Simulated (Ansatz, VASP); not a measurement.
**Co: VASP beside Ansatz**

```
Co
1.0
     2.37312    0.00000    0.00000
    -1.18656    2.05518    0.00000
     0.00000    0.00000    4.02114
Co
2
Cartesian
  1.1866 0.6851 3.0159
  0.0000 1.3701 1.0053
```

Alike in both runs: task single point; functional PBE; k mesh 11 × 11 × 6; occupations fermi-dirac, width 0.05 eV; collinear spin.

|  | VASP | Ansatz |
| --- | --- | --- |
| version | VASP 6.6.1 | Ansatz 0.2.0 |
| potentials or method | VASP PAW PBE potentials, release 64 (Co) | Ansatz PAW |
| plane-wave cutoff (eV) | 520 | 420 |
| valence electrons in the cell | 18 | 34 |

```tsv
	VASP	Ansatz	Ansatz less VASP
gap on the k mesh at the Fermi level (eV)	none	none	-
pressure (GPa)	27.4	28.7	+1.27
traceless stress, the component that is largest in VASP (GPa)	-14.00	-14.30	-0.302
net moment per atom (μB)	1.55	1.55	+0.001
size of the moment on the site where the two differ most (μB)	1.55	1.61	+0.066
```

Site moments also hang on the region over which each program counts them. A gap of «none» marks a metal or a gap that the smearing closes. VASP's potentials hold 18 valence electrons a cell and Ansatz's 34, so a difference there can come from the potentials and not from the codes.
